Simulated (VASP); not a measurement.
Fe, 1 atom in the cell. The structure is cubic, space group Pm-3m (No. 221). The conventional cell has a = 2.391 Å, b = 2.391 Å, c = 2.391 Å, α = 90.00°, β = 90.00°, γ = 90.00°. Fe (site symmetry m-3m) has 6 Fe at 2.39 Å within 3.2 Å. 

- Program: VASP 6.6.1
- Task: single point
- Functional: revPBE
- Potentials or basis: VASP PAW PBE potentials, release 64 (Fe)
- Cutoff: 520 eV
- k mesh: 15 × 15 × 15
- Occupations: fermi-dirac, width 0.05 eV
- Spin: collinear spin, ferromagnetic start
- Starting moments: [2.467] μB
- Dipole correction: no
- Further INCAR settings: ALGO = Normal; EDIFF = 1e-07; NBANDS = 14

Potentials or basis: VASP PAW PBE potentials, release 64 (Fe).

The run is started by

```sh
$ cat potpaw_PBE.64/Fe/POTCAR > POTCAR
$ mpirun -np 1 vasp_std > vasp.out
```

Hardware: 1 thread of Intel(R) Xeon(R) Platinum 8259CL CPU @ 2.50GHz (Skylake/Cascade Lake), on a shared host.

**Question.** How long does it take, and how much memory?

**Answer.** Wall time 31 s on 1 thread of Intel(R) Xeon(R) Platinum 8259CL CPU @ 2.50GHz (Skylake/Cascade Lake) (shared host), peak memory 0.15 GiB. Counts: scf iterations 15, k points 120.
